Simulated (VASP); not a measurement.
A run of VASP 6.6.1:

Contents of INCAR:

```
SYSTEM = Os
  PREC = Accurate
  ENCUT = 520
  EDIFF = 1E-7
  ISMEAR = -1
  SIGMA = 0.05
  LREAL = .FALSE.
  LASPH = .TRUE.
  NELM = 60
  ALGO = Normal
  ISIF = 2
  LWAVE = .FALSE.
  LCHARG = .FALSE.
  GGA = RE
  NBANDS = 15
```

Contents of KPOINTS:

```
Automatic mesh
0
G
  11 11 6
  0 0 0
```

The input POSCAR:

```
Os
1.0
    2.7605272651      0.0000000000      0.0000000000
   -1.3802636326      2.3906867394      0.0000000000
    0.0000000000      0.0000000000      4.3594487254
Os
2
Direct
    0.6666666667      0.3333333333      0.7500000000
    0.3333333333      0.6666666667      0.2500000000
```

Potentials or basis: VASP PAW PBE potentials, release 64 (Os).

Launch:

```sh
$ cat potpaw_PBE.64/Os/POTCAR > POTCAR
$ mpirun -np 1 vasp_std > vasp.out
```

Hardware: 1 thread of Intel Xeon 8259CL (shared host).

Task: How long does it take, and how much memory?

Result: It took 38 s on 1 thread of Intel Xeon 8259CL, with other jobs on the host, peak memory 0.16 GiB. Counts: scf iterations 14, k points 64.
